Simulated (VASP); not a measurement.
A run of VASP 6.6.1 is set up as follows.

File INCAR:

```
PREC = Accurate
ENCUT = 520
EDIFF = 1E-6
ISMEAR = -1
SIGMA = 0.08
LREAL = False
LASPH = True
NELM = 80
ALGO = Normal
ISIF = 2
LWAVE = False
LCHARG = False
GGA = CA
NBANDS = 10
```

Contents of KPOINTS:

```
regular mesh
0
Gamma
  13 13 13
```

Contents of POSCAR:

```
I
1.0
   -1.8525291120      1.8525291120      1.8525291120
    1.8525291120     -1.8525291120      1.8525291120
    1.8525291120      1.8525291120     -1.8525291120
I
1
Direct
    0.0000000000      0.0000000000      0.0000000000
```

Potentials or basis: VASP PAW LDA potentials, release 64 (I).

The run is started by

```console
$ cat potpaw_LDA.64/I/POTCAR > POTCAR
$ mpirun -np 1 vasp_std > vasp.out
```

(1) Estimate the pressure.

(2) Predict the band gap on the k mesh.

## Answers

(1) 14.5 GPa.

(2) zero (an odd number of electrons rules out a gap without spin polarisation).

Caveat: the cell stands under pressure; spin-orbit coupling is left out, which moves the levels of the heavy elements; an odd number of electrons without spin polarisation forces a metal; a magnetic or distorted state may lie lower.
